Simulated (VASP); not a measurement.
The system is PtSe2.

```
CELL_PARAMETERS angstrom
3.72400 0.00000 0.00000
-1.86200 3.22508 0.00000
0.00000 0.00000 5.06200
ATOMIC_POSITIONS crystal
Pt 0.00000 0.00000 0.00000
Se 0.66667 0.33333 0.75000
Se 0.33333 0.66667 0.25000
```

- Program: VASP 6.6.1
- Task: relaxation of cell and atoms
- Functional: PBE exchange alone
- Potentials or basis: VASP PAW PBE potentials, release 64 (Pt, Se)
- Cutoff: 600 eV
- k mesh: 8 × 8 × 5
- Occupations: fermi-dirac, width 0.05 eV
- Spin: no spin polarisation

At the start: pressure 24.0 GPa; volume 20.27 Å³/atom.

Task: Where does the relaxation end?

Result: Over 24 steps the energy falls by 375.0 meV/atom and the volume is 33.64 Å³/atom (+66.0 %); space group P-3m1 (No. 164, to 0.1 Å) before and after.

The path:
```
step  energy change (eV)  largest force (eV/Å)  pressure (GPa)  volume (Å³)
   1              0.0000                1.5346           24.04        60.80
   2             -0.0528                1.5201           -8.96        91.65
   3             -0.8042                0.6323           -0.09        73.61
   4             -0.8053                0.5936            0.31        73.21
   5             -0.8054                0.5671            0.58        72.95
   6             -0.8427                0.5001            0.46        73.96
   7             -0.9336                0.2833            0.32        76.97
   8             -1.0287                0.2260            1.00        83.03
   9             -0.8282                1.6035            4.86        95.21
  10             -0.9987                0.7710            2.61        86.26
  11             -1.0193                0.6753            1.93        87.90
  12             -1.0568                0.4141            0.22        92.90
  13             -1.0493                0.0208           -2.16       103.22
  14             -1.0637                0.1992           -1.06        98.03
  15             -1.0823                0.1685           -0.88        98.47
  16             -1.1180                0.0788           -0.28        99.65
  17             -1.0952                0.0823            1.16       101.41
  18             -1.1246                0.0357            0.20       100.30
  19             -1.1246                0.0324            0.23       100.34
  20             -1.1249                0.0207            0.00       100.84
  21             -1.1249                0.0150            0.02       100.79
  22             -1.1249                0.0133            0.01       100.83
  23             -1.1249                0.0100           -0.02       100.90
  24             -1.1249                0.0094            0.00       100.91
```

Final structure:
```xyz
3
Lattice="3.9242 0.0000 0.0000 -1.9621 3.3985 0.0000 0.0000 0.0000 7.5663" Properties=species:S:1:pos:R:3 pbc="T T T"
Pt    3.9242    0.0000    0.0000
Se    1.9621    1.1328    6.2037
Se    0.0000    2.2656    1.3626
```

Caveat: the volume moved by over 15 % at a fixed basis, so the end points are rough.
